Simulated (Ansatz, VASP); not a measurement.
# MnO2 in VASP and in Ansatz

```
Mn O
1.0
     2.92030    0.00000    0.00000
    -1.46015    2.52905    0.00000
     0.00000    0.00000    5.50702
Mn O
1 2
Direct
  0.00000 0.00000 0.00000
  0.33333 0.66667 0.17287
  0.66667 0.33333 0.82713
```

Alike in both runs: task single point; functional PBE; k mesh 5 × 5 × 3; occupations gaussian, width 0.05 eV; non-collinear spin, spin-orbit coupling; Hubbard terms Mn d U = 3.9 eV.

|  | VASP | Ansatz |
| --- | --- | --- |
| version | VASP 6.6.1 | Ansatz 0.2.0 |
| potentials or method | VASP PAW PBE potentials, release 64 (Mn_sv, O), cutoff 600 eV | plane waves, PAW |
| valence electrons in the cell | 27 | 27 |

```csv
,VASP,Ansatz,Ansatz less VASP
pressure (GPa),-2.4,0.0,+2.31
"traceless stress, the component that is largest in VASP (GPa)",0.59,-0.11,-0.701
rms of the force components (eV/Å),0.037,0.009,-0.0285
net moment per atom (μB),1.00,1.00,0.000
```

The programs project onto different local orbitals, so the same U acts differently, and such runs can settle in different states. Atom by atom the forces differ by 0.028 eV/Å (rms over components). Ansatz's warnings: stress scf threshold loose.

The k mesh is coarse, so the values compare programs but aren't converged.
